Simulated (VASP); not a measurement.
A run of VASP 6.6.1 is set up as follows.

The input INCAR:

```
PREC = Accurate
ENCUT = 520
EDIFF = 1E-7
ISMEAR = 0
SIGMA = 0.05
LREAL = False
LASPH = True
NELM = 100
ALGO = Normal
ISIF = 2
LWAVE = False
LCHARG = False
GGA = PS
NBANDS = 65
NELECT = 102.0
```

File KPOINTS:

```
regular mesh
0
Gamma
  4 4 4
```

Contents of POSCAR:

```
Hf5O9
1.0
    0.0000000000      0.0000000000      5.0445920065
    5.0445920065     -2.5222960033      2.5222960033
    2.5222960033      5.0445920065      2.5222960033
Hf O
5 9
Direct
    0.8000000000      0.6000000000      0.8000000000
    1.0000000000      1.0000000000      0.0000000000
    0.2000000000      0.4000000000      0.2000000000
    0.4000000000      0.8000000000      0.4000000000
    0.6000000000      0.2000000000      0.6000000000
    0.2500000000      0.5000000000      0.5000000000
    0.4500000000      0.9000000000      0.7000000000
    0.6500000000      0.3000000000      0.9000000000
    0.8500000000      0.7000000000      0.1000000000
    0.1500000000      0.3000000000      0.9000000000
    0.3500000000      0.7000000000      0.1000000000
    0.4219696260      0.0207071653      0.2603535827
    0.7500000000      0.5000000000      0.5000000000
    0.9500000000      0.9000000000      0.7000000000
```

Potentials or basis: VASP PAW PBE potentials, release 64 (Hf_pv, O).

Command:

```bash
$ cat potpaw_PBE.64/Hf_pv/POTCAR potpaw_PBE.64/O/POTCAR > POTCAR
$ mpirun -np 1 vasp_std > vasp.out
```

Question: Estimate the largest force.

Answer: 33.627 eV/Å.

Forces in eV/Å, atoms in the order of the input:
```
Hf    0.201   0.045   0.125
Hf   -4.625  -3.473  -0.921
Hf    3.139  -2.566   0.545
Hf  -17.274  27.066  -5.152
Hf    4.345   4.067  -0.513
O    -3.191   0.990  -0.823
O     0.776  -0.778   0.199
O    -0.273   0.841   0.003
O    -0.912   0.000   1.544
O    -0.533   1.522   0.130
O     0.941   0.065  -1.214
O    19.281 -26.870   6.082
O    -2.734   0.378   0.156
O     0.859  -1.287  -0.162
```

Caveat: the cell carries a net charge on a neutralising background, which shifts energy and pressure; the cell differs from its parent crystal (atom 12 moved 0.375 of the way to it and -0.500 Å across, host rigid); the PAW data sets were made with another functional, which shifts forces and pressure a little.
